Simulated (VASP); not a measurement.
# SnO in VASP: single point with PBE+D3(BJ)

Aim: the single point of SnO with PBE+D3(BJ).

Everything below comes from runs of VASP 6.6.1. Logs are shortened: lines on timing, memory, paths and dates and some standing lists are left out, and cuts for length are marked.

## (1) The cell of the first run

The cell holds a slab with vacuum, 8 atoms: a = 3.820 Å, b = 3.820 Å, c = 22.226 Å, α = 90.00°, β = 90.00°, γ = 90.00°.

## (2) Single point, PBE+D3(BJ) (layers slid over each other)

Contents of INCAR:

```
  ALGO = Normal
  DIPOL = 0.5 0.5 0.408
  EDIFF = 1E-7
  ENCUT = 520
  GGA = PE
  IDIPOL = 3
  ISIF = 2
  ISMEAR = 0
  IVDW = 12
  LASPH = True
  LCHARG = False
  LDIPOL = True
  LREAL = False
  LWAVE = False
  NBANDS = 50
  NELM = 100
  PREC = Accurate
  SIGMA = 0.05
```

Contents of KPOINTS:

```
k-points
0
Gamma
  7 7 1
```

Contents of POSCAR:

```
SnO
1.0
    3.8201527101      0.0002954416      0.0000000000
   -0.0003145269      3.8201527086      0.0000000000
    0.0000000000      0.0000000000     22.2260751773
Sn O
4 4
Direct
    0.9999452874      0.9999452874      0.2024648960
    0.4999452874      0.4999452874      0.3087831537
    0.7499452874      0.8749452874      0.5067488299
    1.2499452874      1.3749452874      0.6130670876
    0.9999461031      0.4999461031      0.2556240249
    0.4999461031      0.9999461031      0.2556240249
    0.7499444717      1.3749444717      0.5599079587
    1.2499444717      0.8749444717      0.5599079587
```

Potentials or basis: VASP PAW PBE potentials, release 64 (Sn_d, O).

Run with:

```sh
$ cat potpaw_PBE.64/Sn_d/POTCAR potpaw_PBE.64/O/POTCAR > POTCAR
$ mpirun -np 1 vasp_std > vasp.out
```

OUTCAR:

```text
EDIFF = 1E-7
   ENCUT = 520
   GGA = PE
   ISIF = 2
   ISMEAR = 0
   IVDW = 12
   LASPH = True
   LREAL = False
   NELM = 100
   PREC = Accurate
 IVDW          = 12

 ion  position               nearest neighbor table
   1  1.000  1.000  0.202-   6 2.25   5 2.25   6 2.25   5 2.25   2 3.59   2 3.59   2 3.59   2 3.59

   2  0.500  0.500  0.309-   5 2.25   6 2.25   5 2.25   6 2.25   1 3.59   1 3.59   1 3.59   1 3.59

   3  0.750  0.875  0.507-   8 2.25   7 2.25   8 2.25   7 2.25   4 3.59   4 3.59   4 3.59   4 3.59

   4  0.250  0.375  0.613-   7 2.25   8 2.25   7 2.25   8 2.25   3 3.59   3 3.59   3 3.59   3 3.59

   5  1.000  0.500  0.256-   2 2.25   1 2.25   2 2.25   1 2.25
   6  0.500  1.000  0.256-   2 2.25   1 2.25   2 2.25   1 2.25
   7  0.750  0.375  0.560-   3 2.25   4 2.25   3 2.25   4 2.25
   8  0.250  0.875  0.560-   3 2.25   4 2.25   3 2.25   4 2.25

  LATTYP: Found a simple tetragonal cell.
 ALAT       =     3.8201527215
 C/A-ratio  =     5.8181116823

  Lattice vectors:

 A1 = (   3.8201527101,   0.0002954416,   0.0000000000)
 A2 = (  -0.0003145269,   3.8201527086,   0.0000000000)
 A3 = (   0.0000000000,   0.0000000000,  22.2260751773)

Analysis of symmetry for initial positions (statically):
=====================================================================
 Subroutine PRICEL returns:
 Original cell was already a primitive cell.

 Routine SETGRP: Setting up the symmetry group for a
 simple tetragonal supercell.

 Subroutine GETGRP returns: Found  2 space group operations
 (whereof  1 operations were pure point group operations)
 out of a pool of 16 trial point group operations.

The static configuration has the point symmetry C_1 .
 The point group associated with its full space group is S_2 .

Analysis of symmetry for dynamics (positions and initial velocities):
=====================================================================
 Subroutine PRICEL returns:
 Original cell was already a primitive cell.

 Routine SETGRP: Setting up the symmetry group for a
 simple tetragonal supercell.

 Subroutine GETGRP returns: Found  2 space group operations
 (whereof  1 operations were pure point group operations)
 out of a pool of 16 trial point group operations.

The dynamic configuration has the point symmetry C_1 .
 The point group associated with its full space group is S_2 .

 Subroutine INISYM returns: Found  2 space group operations
 (whereof  1 operations are pure point group operations),
 and found     1 'primitive' translations

----------------------------------------------------------------------------------------
[... 120 lines left out ...]
   EFERMI_NEDOS =   21; number of points for ismear=-14 and -15
   IALGO  =     38    algorithm
   IMIX   =      4    mixing-type and parameters
     AMIX     =   0.40;   BMIX     =  1.00
     AMIX_MAG =   1.60;   BMIX_MAG =  1.00
  volume/ion in A,a.u.               =      40.54       273.61
  Fermi-wavevector in a.u.,A,eV,Ry     =   1.026668  1.940121 14.341186  1.054047
  Thomas-Fermi vector in A             =   2.160573
   LORBIT       =      0    0 simple, 1 ext, 2 COOP (PROOUT), +10 PAW based schemes
   GGA     = PE    functional components
   LHFCALC =     F    Hartree Fock is set to
   AEXX    =    0.0000 exact exchange contribution
   IVDW    =    12    specifies the selected vdW correction
   LEPSILON=     F    determine dielectric tensor
   LRPA    =     F    only Hartree local field effects (RPA)
 non-spin polarized calculation
 Gauss-broadening in eV      SIGMA  =   0.05
  energy-cutoff  :      520.00
  volume of cell :      324.36
 maximum number of plane-waves:      8769
   NGX = 15   NGY = 15   NGZ = 83

 dipolmoment           0.000000      0.000000      0.000000 electrons x Angstroem

 number of electron      79.9999970 magnetization

 dipolmoment           0.000000      0.000000     -0.000000 electrons x Angstroem

 Free energy of the ion-electron system (eV)
  ---------------------------------------------------
  ext. energy  EPLUGINS =         0.00000000
  ---------------------------------------------------
  free energy    TOTEN  =       -45.17764348 eV

  energy without entropy =      -45.17764348  energy(sigma->0) =      -45.17764348

 E-fermi :   0.0258     XC(G=0):  -5.3432

 val. band max:       -0.2646652622   @ k =  -0.1429   0.1429   0.0000
 cond. band min:       2.3281551261   @ k =   0.0000   0.0000   0.0000
 fundamental gap:      2.5928203883
 Fermi energy:         0.0257524491

 k-point     1 :       0.0000    0.0000    0.0000
  band No.  band energies     occupation
      1     -21.0566      2.00000
      2     -21.0566      2.00000
      3     -20.6960      2.00000
      4     -20.6960      2.00000
      5     -20.6580      2.00000
      6     -20.6580      2.00000
[... 1261 lines left out ...]
     49       6.0205      0.00000
     50       6.3352      0.00000

 [... further k-points ...]

------------------------ aborting loop because EDIFF is reached ----------------------------------------

 vacuum level on the upper side and lower side of the slab       (xc-potential included)        -0.134        -0.134

 Edisp (eV)   -1.22261

 E8    (eV) :    -0.5406

  FORCE on cell =-STRESS in cart. coord.  units (eV):
  Direction    XX          YY          ZZ          XY          YZ          ZX
  --------------------------------------------------------------------------------------
  -------------------------------------------------------------------------------------
  Total       0.14616     0.16210    -0.18659     0.01129     0.08437     0.09487
  in kB       0.72196     0.80071    -0.92167     0.05576     0.41674     0.46861
  external pressure =        0.20 kB  Pullay stress =        0.00 kB

 VOLUME and BASIS-vectors are now :
 -----------------------------------------------------------------------------
  energy-cutoff  :      520.00
  volume of cell :      324.36
      direct lattice vectors                 reciprocal lattice vectors
     3.820152710  0.000295442  0.000000000     0.261769638  0.000021552  0.000000000
    -0.000314527  3.820152709  0.000000000    -0.000020245  0.261769639  0.000000000
     0.000000000  0.000000000 22.226075177     0.000000000  0.000000000  0.044992199

 POSITION                                       TOTAL-FORCE (eV/Angst)
 -----------------------------------------------------------------------------------
      3.81963      3.82024      4.50000        -0.001847     -0.001633     -0.083390
      1.90971      1.91002      6.86304        -0.006804     -0.007285      0.157438
      2.86463      3.34265     11.26304         0.006804      0.007285     -0.157438
      0.95471      1.43242     13.62608         0.001847      0.001633      0.083390
      3.81979      1.91017      5.68152        -0.010774      0.003226      0.007183
      1.90956      3.82009      5.68152         0.003769     -0.008750      0.007108
      2.86478      1.43257     12.44456        -0.003769      0.008750     -0.007108
      0.95455      3.34250     12.44456         0.010774     -0.003226     -0.007183
 -----------------------------------------------------------------------------------
    total drift:                               -0.000003     -0.000003     -0.000001

  FREE ENERGIE OF THE ION-ELECTRON SYSTEM (eV)
  ---------------------------------------------------
  free  energy   TOTEN  =       -46.4002510513 eV

  energy  without entropy=      -46.4002510513  energy(sigma->0) =      -46.40025105

 vacuum level on the upper side and lower side of the slab         4.798         4.798
```

stdout:

```text
POSCAR found type information on POSCAR SnO
 POSCAR found :  2 types and       8 ions
 scaLAPACK will be used
 LDA part: xc-table for (Slater+PW92), standard interpolation
 POSCAR, INCAR and KPOINTS ok, starting setup
 FFT: planning ... GRIDC
 FFT: planning ... GRID_SOFT
 FFT: planning ... GRID
 WAVECAR not read
 entering main loop
```

Run time: 18 min. Hardware: 1 thread of Intel Xeon 8259CL, shared host; peak memory 0.52 GiB.

What came out:

| Property | Result |
| --- | --- |
| Free energy | -46.4003 eV |
| Largest force | 0.158 eV/Å |
| Band gap on the k mesh | 2.59 eV (least direct gap 2.62 eV) |
| Dispersion energy per atom | -0.153 eV |

Forces in eV/Å, atoms in the order of the input:
```
Sn  -0.002 -0.002 -0.083
Sn  -0.007 -0.007  0.157
Sn   0.007  0.007 -0.157
Sn   0.002  0.002  0.083
O   -0.011  0.003  0.007
O    0.004 -0.009  0.007
O   -0.004  0.009 -0.007
O    0.011 -0.003 -0.007
```

Caveat: the cell differs from its parent crystal (layers slid over each other); spin-orbit coupling is left out, which moves the levels of the heavy elements.
